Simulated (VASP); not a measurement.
# Tl: single point with BLYP

The system is Tl.

```xyz
1
Lattice="-2.0714 2.0714 2.0714 2.0714 -2.0714 2.0714 2.0714 2.0714 -2.0714" Properties=species:S:1:pos:R:3 pbc="T T T"
Tl    0.0000    0.0000    0.0000
```

```
Program                : VASP 6.6.1
Task                   : single point
Functional             : BLYP
Potentials or basis    : VASP PAW PBE potentials, release 64 (Tl_d)
Cutoff                 : 520 eV
k mesh                 : 12 × 12 × 12
Occupations            : fermi-dirac, width 0.1 eV
Spin                   : no spin polarisation
Dipole correction      : no
Further INCAR settings : ALGO = Normal; EDIFF = 1e-07; NBANDS = 12
```

```
Pressure : 0.0 GPa
```

Levels at points of the mesh, in eV from the Fermi level:
```
           k point  band 4  band 5  band 6  band 7  band 8  band 9
(0.00, 0.00, 0.00)  -11.25  -11.25   -8.81    8.43    8.43    8.43
(0.50, 0.00, 0.00)  -11.26  -11.09   -5.30   -1.92    4.75    6.32
(0.50, 0.50, 0.50)  -11.13  -11.13   -2.92    1.35    1.35    1.35
```

Wall time 30 s on 1 thread of AMD EPYC 7R43 64-Core Processor (Zen 3) (shared host), peak memory 0.14 GiB.

Caveat: the PAW data sets were made with another functional, which shifts forces and pressure a little; spin-orbit coupling is left out, which moves the levels of the heavy elements.
